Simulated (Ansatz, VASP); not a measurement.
# One calculation of RbCl, two programs

```xyz
2
Lattice="0.0000 3.2740 3.2740 3.2740 0.0000 3.2740 3.2740 3.2740 0.0000" Properties=species:S:1:pos:R:3 pbc="T T T"
Rb    0.0000    0.0000    0.0000
Cl    3.2740    3.2740    3.2740
```

Alike in both runs: task electric field gradients; functional PBEsol; k mesh 6 × 6 × 6; occupations fermi-dirac, width 0.03 eV; no spin polarisation.

```csv
,VASP,Ansatz
version,VASP 6.6.1,Ansatz 0.2.0
potentials or method,"VASP PAW PBE potentials, release 64 (Rb_sv, Cl)","PAW with Ansatz's default frozen-core files, scalar-relativistic"
plane-wave cutoff (eV),400,420
valence electrons in the cell,16,16
```

|  | VASP | Ansatz | Ansatz less VASP |
| --- | --- | --- | --- |
| gap on the k mesh at the Fermi level (eV) | 4.89 | 4.89 | +0.004 |
| pressure (GPa) | 0.0 | 0.0 | -0.03 |

VASP's potentials were made for PBE, not for PBEsol.
